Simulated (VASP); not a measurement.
# Bi2Se3 (R-3m) in VASP: further runs, part 2 of 2

VASP 6.6.1. The steps go on from the part before.

## (3) Single point, PBE (equal xx and yy strain of +1 %)

INCAR reads:

```
SYSTEM = Bi2Se3
ALGO = Normal ; EDIFF = 1E-6
ENCUT = 520 ; GGA = PE
ISIF = 2 ; ISMEAR = -1
LASPH = .TRUE. ; LCHARG = .FALSE.
LREAL = .FALSE. ; LWAVE = .FALSE.
NBANDS = 32 ; NELM = 100
PREC = Accurate ; SIGMA = 0.03
```

KPOINTS reads:

```
k-points
0
G
  6 6 6
  0 0 0
```

POSCAR reads:

```
Bi2Se3
1.0
    2.0922142898      1.2079404834      9.5453300000
   -2.0922142898      1.2079404834      9.5453300000
    0.0000000000     -2.4158809668      9.5453300000
Bi Se
2 3
Direct
    0.4008000000      0.4008000000      0.4008000000
    0.5992000000      0.5992000000      0.5992000000
    0.0000000000      0.0000000000      0.0000000000
    0.2117000000      0.2117000000      0.2117000000
    0.7883000000      0.7883000000      0.7883000000
```

Potentials or basis: VASP PAW PBE potentials, release 64 (Bi_d, Se).

Launch:

```sh
> cat potpaw_PBE.64/Bi_d/POTCAR potpaw_PBE.64/Se/POTCAR > POTCAR
> mpirun -np 1 vasp_std > vasp.out
```

OUTCAR:

```text
SYSTEM = Bi2Se3
   EDIFF = 1E-6
   ENCUT = 520
   GGA = PE
   ISIF = 2
   ISMEAR = -1
   LASPH = .TRUE.
   LREAL = .FALSE.
   NELM = 100
   PREC = Accurate

 ion  position               nearest neighbor table
   1  0.401  0.401  0.401-   5 2.87   5 2.87   5 2.87   3 3.09   3 3.09   3 3.09
   2  0.599  0.599  0.599-   4 2.87   4 2.87   4 2.87   3 3.09   3 3.09   3 3.09
   3  0.000  0.000  0.000-   2 3.09   1 3.09   2 3.09   2 3.09   1 3.09   1 3.09
   4  0.212  0.212  0.212-   2 2.87   2 2.87   2 2.87
   5  0.788  0.788  0.788-   1 2.87   1 2.87   1 2.87

  LATTYP: Found a trigonal (rhomboedric) cell.
 ALAT       =     9.8463092403
 COS(alpha) =     0.9096984134

  Lattice vectors:

 A1 = (   2.0922142898,   1.2079404834,   9.5453300000)
 A2 = (  -2.0922142898,   1.2079404834,   9.5453300000)
 A3 = (   0.0000000000,  -2.4158809668,   9.5453300000)

Analysis of symmetry for initial positions (statically):
=====================================================================
 Subroutine PRICEL returns:
 Original cell was already a primitive cell.

 Routine SETGRP: Setting up the symmetry group for a
 trigonal (rhombohedral) supercell.

 Subroutine GETGRP returns: Found 12 space group operations
 (whereof 12 operations were pure point group operations)
 out of a pool of 12 trial point group operations.

The static configuration has the point symmetry D_3d.

Analysis of symmetry for dynamics (positions and initial velocities):
=====================================================================
 Subroutine PRICEL returns:
 Original cell was already a primitive cell.

 Routine SETGRP: Setting up the symmetry group for a
 trigonal (rhombohedral) supercell.

 Subroutine GETGRP returns: Found 12 space group operations
 (whereof 12 operations were pure point group operations)
[... 124 lines left out ...]
   EFERMI_NEDOS =   21; number of points for ismear=-14 and -15
   IALGO  =     38    algorithm
   IMIX   =      4    mixing-type and parameters
     AMIX     =   0.40;   BMIX     =  1.00
     AMIX_MAG =   1.60;   BMIX_MAG =  1.00
  volume/ion in A,a.u.               =      28.95       195.35
  Fermi-wavevector in a.u.,A,eV,Ry     =   1.133158  2.141359 17.470532  1.284048
  Thomas-Fermi vector in A             =   2.269861
   LORBIT       =      0    0 simple, 1 ext, 2 COOP (PROOUT), +10 PAW based schemes
   GGA     = PE    functional components
   LHFCALC =     F    Hartree Fock is set to
   AEXX    =    0.0000 exact exchange contribution
   IVDW    =     0    specifies the selected vdW correction
   LEPSILON=     F    determine dielectric tensor
   LRPA    =     F    only Hartree local field effects (RPA)
 non-spin polarized calculation
  energy-cutoff  :      520.00
  volume of cell :      144.74
 maximum number of plane-waves:      3917
 NGX is ok and might be reduce to    80
   NGX = 37   NGY = 37   NGZ = 37

 number of electron      47.9999997 magnetization

 Free energy of the ion-electron system (eV)
  ---------------------------------------------------
  ext. energy  EPLUGINS =         0.00000000
  ---------------------------------------------------
  free energy    TOTEN  =       -20.18891557 eV

  energy without entropy =      -20.18883258  energy(sigma->0) =      -20.18887408

 E-fermi :   4.8091     XC(G=0):  -9.4070

 val. band max:        4.7079675632   @ k =   0.0000   0.0000   0.0000
 cond. band min:       4.9101021900   @ k =   0.0000   0.0000   0.0000
 fundamental gap:      0.2021346268
 Fermi energy:         4.8090550017

 k-point     1 :       0.0000    0.0000    0.0000
  band No.  band energies     occupation
      1     -18.3726      2.00000
      2     -18.3726      2.00000
      3     -18.3710      2.00000
      4     -18.3710      2.00000
      5     -18.3680      2.00000
      6     -18.3656      2.00000
[... 829 lines left out ...]
     31       9.5849      0.00000
     32      11.2599      0.00000

 [... further k-points ...]

------------------------ aborting loop because EDIFF is reached ----------------------------------------

  FORCE on cell =-STRESS in cart. coord.  units (eV):
  Direction    XX          YY          ZZ          XY          YZ          ZX
  --------------------------------------------------------------------------------------
  -------------------------------------------------------------------------------------
  Total        0.9865438      0.9865438      1.3951725      0.0000000     -0.0000000      0.0000000
  in kB       10.9202618     10.9202618     15.4434599      0.0000000     -0.0000000      0.0000000
  external PRESSURE =      12.4279945 kB  Pullay stress =       0.0000000 kB

 VOLUME and BASIS-vectors are now :
 -----------------------------------------------------------------------------
  energy-cutoff  :      520.00
  volume of cell :      144.74
      direct lattice vectors                 reciprocal lattice vectors
     2.092214290  1.207940483  9.545330000     0.238981257  0.137975893  0.034921091
    -2.092214290  1.207940483  9.545330000    -0.238981257  0.137975893  0.034921091
     0.000000000 -2.415880967  9.545330000     0.000000000 -0.275951786  0.034921091

 POSITION                                       TOTAL-FORCE (eV/Angst)
 -----------------------------------------------------------------------------------
      0.00000      0.00000     11.47730         0.000000      0.000000     -0.121940
      0.00000      0.00000     17.15869         0.000000     -0.000000      0.121940
      0.00000      0.00000      0.00000         0.000000     -0.000000     -0.000000
      0.00000      0.00000      6.06224         0.000000     -0.000000     -0.056741
      0.00000      0.00000     22.57375         0.000000     -0.000000      0.056741
 -----------------------------------------------------------------------------------
    total drift:                                0.000000      0.000000     -0.000000

  FREE ENERGIE OF THE ION-ELECTRON SYSTEM (eV)
  ---------------------------------------------------
  free  energy   TOTEN  =       -20.1889155719 eV

  energy  without entropy=      -20.1888325816  energy(sigma->0) =      -20.18887408
```

stdout:

```text
POSCAR found type information on POSCAR BiSe
 POSCAR found :  2 types and       5 ions
 scaLAPACK will be used
 LDA part: xc-table for (Slater+PW92), standard interpolation
 POSCAR, INCAR and KPOINTS ok, starting setup
 FFT: planning ... GRIDC
 FFT: planning ... GRID_SOFT
 FFT: planning ... GRID
 WAVECAR not read
 entering main loop
```

It took 12 min on 1 thread of Intel Xeon Platinum 8488C (Sapphire Rapids), shared host; peak memory 0.94 GiB.

Results:

```
Free energy            : -20.1889 eV
Pressure               : 1.2 GPa
Largest force          : 0.122 eV/Å
Band gap on the k mesh : 0.20 eV
```

Forces on the atoms (eV/Å):
```
Bi   0.000  0.000 -0.122
Bi   0.000  0.000  0.122
Se   0.000  0.000  0.000
Se   0.000  0.000 -0.057
Se   0.000  0.000  0.057
```

Stress tensor (GPa, compression positive):
```
1.09 0.00 0.00
0.00 1.09 0.00
0.00 0.00 1.54
```

Caveat: the cell differs from its parent crystal (equal xx and yy strain of +1 %); spin-orbit coupling is left out, which moves the levels of the heavy elements. A k mesh can miss the band edges.

## (4) Single point, PBE (equal xx and yy strain of +3 %)

INCAR reads:

```
SYSTEM = Bi2Se3
  PREC = Accurate
  ENCUT = 520
  EDIFF = 1E-6
  ISMEAR = -1
  SIGMA = 0.03
  LREAL = .False.
  LASPH = .True.
  NELM = 80
  ALGO = Normal
  ISIF = 2
  LWAVE = .False.
  LCHARG = .False.
  GGA = PE
  NBANDS = 32
```

KPOINTS reads:

```
regular mesh
0
Gamma
  6 6 6
  0 0 0
```

POSCAR: that of step 3 with these lines changed.

```diff
@@ -2,5 +2,5 @@
 1.0
-    2.0922142898      1.2079404834      9.5453300000
-   -2.0922142898      1.2079404834      9.5453300000
-    0.0000000000     -2.4158809668      9.5453300000
+    2.1336442757      1.2318600969      9.5453300000
+   -2.1336442757      1.2318600969      9.5453300000
+    0.0000000000     -2.4637201939      9.5453300000
 Bi Se
```

Launch:

```sh
> cat potpaw_PBE.64/Bi_d/POTCAR potpaw_PBE.64/Se/POTCAR > POTCAR
> mpirun -np 1 vasp_std > vasp.out
```

It took 12 min on 1 thread of Intel Xeon Platinum 8488C (Sapphire Rapids), shared host; peak memory 0.94 GiB.

Results (log left out):

- Free energy: -20.1825 eV
- Pressure: -1.0 GPa
- Largest force: 0.175 eV/Å
- Band gap on the k mesh: 0.17 eV

Forces on the atoms (eV/Å):
```
Bi   0.000  0.000  0.001
Bi   0.000  0.000 -0.001
Se   0.000  0.000  0.000
Se   0.000  0.000  0.175
Se   0.000  0.000 -0.175
```

Stress tensor (GPa, compression positive):
```
-1.43  0.00  0.00
 0.00 -1.43  0.00
 0.00  0.00 -0.21
```

Levels at points of the mesh, in eV from the valence-band top:
```tsv
k point	band 22	band 23	band 24	band 25	band 26	band 27
(0.00, 0.00, 0.00)	-1.08	-1.08	0.00	0.17	1.38	1.38
(0.50, 0.00, 0.00)	-1.81	-1.04	-0.44	0.91	1.98	3.03
(0.50, 0.50, 0.00)	-1.65	-1.44	-0.74	1.49	2.10	2.61
(0.50, 0.50, 0.50)	-1.26	-1.26	-0.38	0.61	1.69	1.69
```

Caveat: the cell differs from its parent crystal (equal xx and yy strain of +3 %); spin-orbit coupling is left out, which moves the levels of the heavy elements.

## (5) Summary

```tsv
cell	gap on the mesh (eV)	pressure (GPa)	largest force (eV/Å)
a = 9.829 Å, angles 23.8°, 5 atoms	0.25	5.6	0.49
a = 9.846 Å, angles 24.5°, 5 atoms	0.20	1.2	0.12
a = 9.858 Å, angles 25.0°, 5 atoms	0.17	-1.0	0.18
```

Alike in all rows: task single point; level PBE; potentials or basis VASP PAW PBE potentials, release 64 (Bi_d, Se); no spin polarisation; k mesh 6 × 6 × 6; cutoff (eV) 520; smearing fermi-dirac 0.03 eV.

Caveats: spin-orbit coupling is left out, which moves the levels of the heavy elements; the cell stands under pressure (at least some runs).

Absolute energies hang on the potentials; compare differences alone.
